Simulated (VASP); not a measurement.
Runs of VASP 6.6.1 on V. The structure is that of space group P6_3/mmc (No. 194), or close to it. The cells are those of the table. 

```tsv
cell	further INCAR settings	gap on the mesh (eV)	pressure (GPa)
a = 2.526, b = 2.526, c = 4.723 Å, angles 90.0, 90.0, 120.0°, 2 atoms	ALGO = Fast; EDIFF = 1e-07; NBANDS = 20	none	(b)
a = 2.526, b = 2.526, c = 4.652 Å, angles 90.0, 90.0, 120.0°, 2 atoms	ALGO = Fast; EDIFF = 1e-07; NBANDS = 20	none	7.4
a = 2.526, b = 2.526, c = 4.865 Å, angles 90.0, 90.0, 120.0°, 2 atoms	ALGO = Fast; EDIFF = 1e-06; NBANDS = 20	none	(a)
a = 2.526, b = 2.526, c = 4.794 Å, angles 90.0, 90.0, 120.0°, 2 atoms	ALGO = Fast; EDIFF = 1e-06; NBANDS = 20	none	1.5
a = 2.526, b = 2.526, c = 4.582 Å, angles 90.0, 90.0, 120.0°, 2 atoms	ALGO = Fast; EDIFF = 1e-06; NBANDS = 20	none	10.7
```

Alike in all rows: task single point; level PBEsol; potentials or basis VASP PAW PBE potentials, release 64 (V_sv); no spin polarisation; k mesh 21 × 21 × 10; cutoff (eV) 520; smearing gaussian 0.15 eV.

Task: Fill in the values left out.

Result: (a) -1.0; (b) 4.3.

Caveats: the PAW data sets were made with another functional, which shifts forces and pressure a little.

A gap of «none» marks levels without a gap at the run's occupations.
